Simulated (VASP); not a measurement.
Here is a VASP 6.6.1 calculation.

Contents of INCAR:

```
ALGO = Normal
EDIFF = 1E-6
ENCUT = 520
GGA = PS
ISIF = 2
ISMEAR = 0
LASPH = T
LCHARG = F
LREAL = F
LWAVE = F
NBANDS = 33
NELM = 100
PREC = Accurate
SIGMA = 0.01
```

KPOINTS

```
k-points
0
Gamma
  6 6 8
```

POSCAR

```
TiO2
1.0
    4.5171193679      0.0000000000      0.0000000000
    0.0000000000      4.5171193679      0.0000000000
    0.0000000000      0.0000000000      2.9159600237
Ti O
2 4
Direct
    0.0000000000      0.0000000000      0.0000000000
    0.5000000000      0.5000000000      0.5000000000
    0.3031711543      0.3031711543      0.0000000000
    0.1968288457      0.8031711543      0.5000000000
    0.6968288457      0.6968288457      0.0000000000
    0.8031711543      0.1968288457      0.5000000000
```

Potentials or basis: VASP PAW PBE potentials, release 64 (Ti_sv, O).

The run is started by

```console
$ cat potpaw_PBE.64/Ti_sv/POTCAR potpaw_PBE.64/O/POTCAR > POTCAR
$ mpirun -np 1 vasp_std > vasp.out
```

Question: What does it give for the band gap on the k mesh?

Answer: 1.87 eV.

Question: Predict the pressure.

Answer: 10.7 GPa.

Question: Estimate the largest force.

Answer: 0.021 eV/Å.

Stress tensor (GPa, compression positive):
```
10.65  0.00  0.00
 0.00 10.65  0.00
 0.00  0.00 10.90
```

Caveat: the cell stands under pressure; the PAW data sets were made with another functional, which shifts forces and pressure a little. A k mesh can miss the band edges.
